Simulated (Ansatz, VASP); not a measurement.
## One calculation of NaScTe2, two programs

POSCAR

```
NaScTe2
1.0
    4.3099310190      0.0000000000      0.0000000000
    0.0000000000      4.3099310190      0.0000000000
    0.0000000000      0.0000000000      5.8991668818
Na Te Sc
1 2 1
Direct
    0.0000000000      0.0000000000      0.0000000000
    0.0000000000      0.0000000000      0.5000000000
    0.5000000000      0.5000000000      0.0000000000
    0.5000000000      0.5000000000      0.5000000000
```

File INCAR.step1:

```
PREC = Accurate ; ENCUT = 520
ISMEAR = -1 ; SIGMA = 0.02
LREAL = False ; LASPH = True
NELM = 80 ; NBANDS = 23
GGA = PE ; ALGO = Normal
EDIFF = 1E-4 ; LWAVE = True
LCHARG = False
```

Contents of INCAR.step2:

```
PREC = Accurate ; ENCUT = 520
EDIFF = 1E-6 ; ISMEAR = -1
SIGMA = 0.02 ; LREAL = False
LASPH = True ; NELM = 80
ALGO = Normal ; ISIF = 2
LWAVE = False ; LCHARG = False
METAGGA = R2SCAN ; LMIXTAU = True
NBANDS = 23 ; ISTART = 1
```

The input KPOINTS:

```
regular mesh
0
Gamma
  6 6 4
```

Input for Ansatz:

```yaml
crystal:
  lattice:
    - [4.309931019, 0.0, 0.0]
    - [0.0, 4.309931019, 0.0]
    - [0.0, 0.0, 5.8991668818]
  atoms:
    - { symbol: Na, position: [0.0, 0.0, 0.0] }
    - { symbol: Te, position: [0.0, 0.0, 0.5] }
    - { symbol: Sc, position: [0.5, 0.5, 0.5] }
    - { symbol: Te, position: [0.5, 0.5, 0.0] }
kpoints:
  mp_grid: { grid: [6, 6, 4] }
  band_path:
    path:
      - [0.0, 0.0, 0.0]
      - [0.0, 0.5, 0.0]
      - [0.5, 0.5, 0.0]
      - [0.0, 0.0, 0.5]
      - [0.0, 0.5, 0.5]
      - [0.5, 0.5, 0.5]
      - [0.0, 0.0, 0.2]
    npoints: 1
hamiltonian:
  xc: r2scan
scf:
  occupations: { method: fermi_dirac, width: 0.02 }
  n_extra_bands: 5
output:
  forces: true
  stress: true
  eigenvalues: true
```

Alike in both runs: task single point; functional r2SCAN; k mesh 6 × 6 × 4; occupations fermi-dirac, width 0.02 eV; no spin polarisation.

|  | VASP | Ansatz |
| --- | --- | --- |
| version | VASP 6.6.1 | Ansatz 0.2.0 |
| potentials or method | VASP PAW PBE potentials, release 64 (Na_pv, Te, Sc_sv) | plane waves, PAW |
| plane-wave cutoff (eV) | 520 | 500 |
| valence electrons in the cell | 30 | 52 |

|  | VASP | Ansatz | Ansatz less VASP |
| --- | --- | --- | --- |
| pressure (GPa) | 0.0 | 0.0 | -0.01 |

VASP's potentials were made for PBE, not for r2SCAN. VASP's potentials hold 30 valence electrons a cell and Ansatz's 52, so a difference there can come from the potentials and not from the codes.

Neither program's run includes spin-orbit coupling.
